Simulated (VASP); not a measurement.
# Fe (Cmcm) in VASP: single point with PBE

Aim: the single point of Fe with PBE.

Program: VASP 6.6.1. These are calculated values, not measurements. Logs are shortened: lines on timing, memory, paths and dates and some standing lists are left out, and cuts for length are marked.

## 1. The cell of the first run

It takes space group Cmcm (No. 63, orthorhombic). Conventional cell: a = 2.394 Å, b = 4.220 Å, c = 3.847 Å, α = 90.00°, β = 90.00°, γ = 90.00°. Within 3.1 Å of Fe (site symmetry m2m) lie 12 Fe at 2.37 to 2.43 Å.

## 2. Single point, PBE, collinear spin, antiferromagnetic start (9.72 Å³/atom)

File INCAR:

```
SYSTEM = Fe
ALGO = Normal
EDIFF = 1E-6
ENCUT = 520
GGA = PE
ISIF = 2
ISMEAR = 0
ISPIN = 2
KPAR = 4
LASPH = .True.
LCHARG = .False.
LMAXMIX = 4
LORBIT = 11
LREAL = .False.
LWAVE = .False.
MAGMOM = 1.2 -1.2 -1.2 1.2
NBANDS = 28
NELM = 150
PREC = Accurate
SIGMA = 0.05
```

File KPOINTS:

```
k-points
0
Gamma
  18 12 10
  0 0 0
```

File POSCAR:

```
Fe
1.0
   -2.3936513346      0.0000000000      0.0000000000
    0.0000000000      0.0000000000     -3.8471757076
    0.0000000000     -4.2202166243      0.0000000000
Fe
4
Direct
    0.0000000000     -0.2500000000     -0.3366134821
   -0.5000000000     -0.7500000000     -0.1633894200
    0.5000000000     -0.2500000000      0.1633894200
    0.0000000000     -0.7500000000      0.3366134821
```

Potentials or basis: VASP PAW PBE potentials, release 64 (Fe).

Command:

```
> cat potpaw_PBE.64/Fe/POTCAR > POTCAR
> mpirun -np 4 vasp_std > vasp.out
```

OUTCAR:

```text
SYSTEM = Fe
   EDIFF = 1E-6
   ENCUT = 520
   GGA = PE
   ISIF = 2
   ISMEAR = 0
   ISPIN = 2
   LASPH = .True.
   LORBIT = 11
   LREAL = .False.
   NELM = 150
   PREC = Accurate

 ion  position               nearest neighbor table
   1  0.000  0.750  0.663-   4 2.37   4 2.37   2 2.38   2 2.38   2 2.38   2 2.38   3 2.43   3 2.43
                             3 2.43   3 2.43
   2  0.500  0.250  0.837-   3 2.37   3 2.37   1 2.38   1 2.38   1 2.38   1 2.38   4 2.43   4 2.43
                             4 2.43   4 2.43
   3  0.500  0.750  0.163-   2 2.37   2 2.37   4 2.38   4 2.38   4 2.38   4 2.38   1 2.43   1 2.43
                             1 2.43   1 2.43
   4  0.000  0.250  0.337-   1 2.37   1 2.37   3 2.38   3 2.38   3 2.38   3 2.38   2 2.43   2 2.43
                             2 2.43   2 2.43

  LATTYP: Found a simple orthorhombic cell.
 ALAT       =     2.3936513346
 B/A-ratio  =     1.6072414775
 C/A-ratio  =     1.7630874486

  Lattice vectors:

 A1 = (  -2.3936513346,   0.0000000000,   0.0000000000)
 A2 = (   0.0000000000,   0.0000000000,  -3.8471757076)
 A3 = (   0.0000000000,  -4.2202166243,   0.0000000000)

Analysis of symmetry for initial positions (statically):
=====================================================================
 Subroutine PRICEL returns following result:

  LATTYP: Found a base centered orthorhombic cell.
 ALAT       =     2.3936513347
 B/A-ratio  =     1.7630874485
 C/A-ratio  =     1.6072414774
[... 12 lines left out ...]
 Subroutine GETGRP returns: Found  8 space group operations
 (whereof  4 operations were pure point group operations)
 out of a pool of  8 trial point group operations.

The static configuration has the point symmetry C_2h.
 The point group associated with its full space group is D_2h.

Analysis of symmetry for dynamics (positions and initial velocities):
=====================================================================
 Subroutine PRICEL returns following result:

  LATTYP: Found a base centered orthorhombic cell.
 ALAT       =     2.3936513347
 B/A-ratio  =     1.7630874485
 C/A-ratio  =     1.6072414774
[... 12 lines left out ...]
 Subroutine GETGRP returns: Found  8 space group operations
 (whereof  4 operations were pure point group operations)
 out of a pool of  8 trial point group operations.

The dynamic configuration has the point symmetry C_2h.
 The point group associated with its full space group is D_2h.

Analysis of structural, dynamic, and magnetic symmetry:
=====================================================================
 Subroutine PRICEL returns following result:

  LATTYP: Found a base centered orthorhombic cell.
 ALAT       =     2.3936513347
 B/A-ratio  =     1.7630874485
 C/A-ratio  =     1.6072414774
[... 12 lines left out ...]
 Subroutine GETGRP returns: Found  8 space group operations
 (whereof  4 operations were pure point group operations)
 out of a pool of  8 trial point group operations.

The overall configuration has the point symmetry C_2h.
 The point group associated with its full space group is D_2h.

 Subroutine INISYM returns: Found  8 space group operations
 (whereof  4 operations are pure point group operations),
 and found     2 'primitive' translations

----------------------------------------------------------------------------------------

                                     Primitive cell

  volume of cell :      19.4316

  direct lattice vectors                    reciprocal lattice vectors
    -1.196825667 -2.110120560  0.000000000    -0.417769364 -0.236954661  0.000000000
    -1.196825667  2.110096065  0.000000000    -0.417774214  0.236954661  0.000000000
     0.000000000  0.000000000 -3.847175708     0.000000000  0.000000000 -0.259930941

  length of vectors
     2.425901988  2.425880681  3.847175708     0.480290280  0.480294498  0.259930941

  position of ions in fractional coordinates (direct lattice)
     0.663386518  0.336613482  0.750000000
     0.336613482  0.663386518  0.250000000

  ion indices of the primitive-cell ions
   primitive index   ion index
                 1           1
                 2           4

----------------------------------------------------------------------------------------
[... 27 lines left out ...]
  0.000000  0.000000  0.000000      1.000000
  0.055556  0.000000  0.000000      2.000000
  0.111111  0.000000  0.000000      2.000000
  0.166667  0.000000  0.000000      2.000000
  0.222222  0.000000  0.000000      2.000000
  0.277778  0.000000  0.000000      2.000000
[... 16 lines left out ...]
  0.111111  0.166667  0.000000      4.000000
  0.166667  0.166667  0.000000      4.000000
 [... further k-points ...]
   k-points           NKPTS =    420   k-points in BZ     NKDIM =    420   number of bands    NBANDS=     28
   number of dos      NEDOS =    301   number of ions     NIONS =      4
   total plane-waves  NPLWV =  17280
   dimension x,y,z NGX =    18 NGY =   30 NGZ =   32
   dimension x,y,z NGXF=    36 NGYF=   60 NGZF=   64
   ions per type =               4
   NGX,Y,Z   is equivalent  to a cutoff of  12.50, 12.96, 12.61 a.u.
   NGXF,Y,Z  is equivalent  to a cutoff of  25.00, 25.93, 25.21 a.u.
 SYSTEM =  Fe
   PREC   = accura    normal or accurate (medium, high low for compatibility)
   ISTART =      0    job   : 0-new  1-cont  2-samecut
   ICHARG =      2    charge: 1-file 2-atom 10-const
   ISPIN  =      2    spin polarized calculation?
   LNONCOLLINEAR =      F non collinear calculations
   LSORBIT =      F    spin-orbit coupling
   LASPH  =      T    aspherical Exc in radial PAW
   ENCUT  =  520.0 eV  38.22 Ry    6.18 a.u.   4.45  7.15  7.85*2*pi/ulx,y,z
   NELM   =    150;   NELMIN=  2; NELMDL= -5     # of ELM steps
   EDIFF  = 0.1E-05   stopping-criterion for ELM
   LREAL  =      F    real-space projection
   EDIFFG = 0.1E-04   stopping-criterion for IOM
   NSW    =      0    number of steps for IOM
   IBRION =     -1    ionic relax: 0-MD 1-quasi-New 2-CG
   NFREE  =      0    steps in history (QN), initial steepest desc. (CG)
   ISIF   =      2    stress and relaxation
   ISYM   =      2    0-nonsym 1-usesym 2-fastsym
   POTIM  = 0.5000    time-step for ionic-motion
   TEBEG  =    0.0;   TEEND  =   0.0 temperature during run
   PSTRESS=    0.0 pullay stress
   NELECT =      32.0000    total number of electrons
   NUPDOWN=      -1.0000    fix difference up-down
   EMIN   =  10.00;   EMAX   =-10.00  energy-range for DOS
   EFERMI =   0.00;   METHOD = LEGACY
   ISMEAR =     0;   SIGMA  =   0.05  broadening in eV -4-tet -1-fermi 0-gaus
   EFERMI_NEDOS =   21; number of points for ismear=-14 and -15
   IALGO  =     38    algorithm
   IMIX   =      4    mixing-type and parameters
     AMIX     =   0.40;   BMIX     =  1.00
     AMIX_MAG =   1.60;   BMIX_MAG =  1.00
  volume/ion in A,a.u.               =       9.72        65.57
  Fermi-wavevector in a.u.,A,eV,Ry     =   1.534425  2.899642 32.034365  2.354459
  Thomas-Fermi vector in A             =   2.641355
   LORBIT       =     11    0 simple, 1 ext, 2 COOP (PROOUT), +10 PAW based schemes
   GGA     = PE    functional components
   LHFCALC =     F    Hartree Fock is set to
   AEXX    =    0.0000 exact exchange contribution
   IVDW    =     0    specifies the selected vdW correction
   LEPSILON=     F    determine dielectric tensor
   LRPA    =     F    only Hartree local field effects (RPA)
 spin polarized calculation
 Gauss-broadening in eV      SIGMA  =   0.05
  energy-cutoff  :      520.00
  volume of cell :       38.86
 maximum number of plane-waves:      1070
 NGX is ok and might be reduce to    18
   NGX =  9   NGY = 15   NGZ = 15

 number of electron      32.0000000 magnetization      -0.0000000

 number of electron      31.9999994 magnetization       0.0000000

 Free energy of the ion-electron system (eV)
  ---------------------------------------------------
  ext. energy  EPLUGINS =         0.00000000
  ---------------------------------------------------
  free energy    TOTEN  =       -32.58292892 eV

  energy without entropy =      -32.57815536  energy(sigma->0) =      -32.58054214

 E-fermi :   7.5565     XC(G=0): -14.0668

 val. band max:        7.5565143387   @ k =   0.4444   0.2500   0.5000
 cond. band min:       7.5576525449   @ k =   0.1111   0.1667   0.4000
 fundamental gap:      0.0011382062
 Fermi energy:         7.5565148962

 spin component 1

 k-point     1 :       0.0000    0.0000    0.0000
  band No.  band energies     occupation
      1      -1.7270      1.00000
      2       2.2259      1.00000
      3       2.6343      1.00000
      4       2.8286      1.00000
      5       3.0784      1.00000
      6       5.1346      1.00000
[... 733 lines left out ...]
     27      19.1301      0.00000
     28      20.6590      0.00000

 [... further k-points ...]

 spin component 2

 k-point     1 :       0.0000    0.0000    0.0000
  band No.  band energies     occupation
      1      -1.7270      1.00000
      2       2.2259      1.00000
      3       2.6343      1.00000
      4       2.8286      1.00000
      5       3.0784      1.00000
      6       5.1347      1.00000
[... 733 lines left out ...]
     27      19.1301      0.00000
     28      20.6590      0.00000

 [... further k-points ...]

------------------------ aborting loop because EDIFF is reached ----------------------------------------

  FORCE on cell =-STRESS in cart. coord.  units (eV):
  Direction    XX          YY          ZZ          XY          YZ          ZX
  --------------------------------------------------------------------------------------
  -------------------------------------------------------------------------------------
  Total        4.7340848      4.8162941      4.7521065      0.0000000      0.0000000      0.0000000
  in kB      195.1681563    198.5573308    195.9111222      0.0000000      0.0000000      0.0000000
  external PRESSURE =     196.5455364 kB  Pullay stress =       0.0000000 kB

 VOLUME and BASIS-vectors are now :
 -----------------------------------------------------------------------------
  energy-cutoff  :      520.00
  volume of cell :       38.86
      direct lattice vectors                 reciprocal lattice vectors
    -2.393651335  0.000000000  0.000000000    -0.417771789  0.000000000  0.000000000
     0.000000000  0.000000000 -3.847175708     0.000000000  0.000000000 -0.259930941
     0.000000000 -4.220216624  0.000000000     0.000000000 -0.236954661  0.000000000

 POSITION                                       TOTAL-FORCE (eV/Angst)
 -----------------------------------------------------------------------------------
      0.00000     -2.79963     -2.88538         0.000000      0.010323      0.000000
     -1.19683     -3.53068     -0.96179        -0.000000     -0.010323     -0.000000
     -1.19683     -0.68954     -2.88538        -0.000000      0.010323      0.000000
      0.00000     -1.42058     -0.96179         0.000000     -0.010323     -0.000000
 -----------------------------------------------------------------------------------
    total drift:                               -0.000000     -0.000000     -0.000000

  FREE ENERGIE OF THE ION-ELECTRON SYSTEM (eV)
  ---------------------------------------------------
  free  energy   TOTEN  =       -32.5829289152 eV

  energy  without entropy=      -32.5781553550  energy(sigma->0) =      -32.58054214

 total charge

# of ion       s       p       d       tot
------------------------------------------
    1        0.563   0.694   6.381   7.639
    2        0.563   0.694   6.381   7.639
    3        0.563   0.694   6.381   7.639
    4        0.563   0.694   6.381   7.639
--------------------------------------------------
tot          2.253   2.777  25.525  30.554

 magnetization (x)

# of ion       s       p       d       tot
------------------------------------------
    1        0.011   0.018   0.836   0.865
    2       -0.011  -0.018  -0.836  -0.865
    3       -0.011  -0.018  -0.836  -0.865
    4        0.011   0.018   0.836   0.865
--------------------------------------------------
tot          0.000   0.000  -0.000  -0.000
```

Run time: 5 min. Hardware: 4 MPI ranks of Intel Xeon Platinum 8375C at 2.90GHz (Ice Lake), shared host; peak memory 0.63 GiB.

Results:

```yaml
Free_energy: -32.5829 eV
Pressure: 19.7 GPa
Largest_force: 0.010 eV/Å
Band_gap_on_the_k_mesh: zero (filled and empty bands overlap)
Net_moment: 0.00 μB per cell
Site_moments: Fe +0.86, -0.86 (each value once) μB
Valence_electrons_inside_the_program's_atomic_spheres: Fe 7.64
```

Forces in eV/Å, atoms in the order of the input:
```
Fe   0.000  0.010  0.000
Fe   0.000 -0.010  0.000
Fe   0.000  0.010  0.000
Fe   0.000 -0.010  0.000
```

Caveat: the cell stands under pressure.
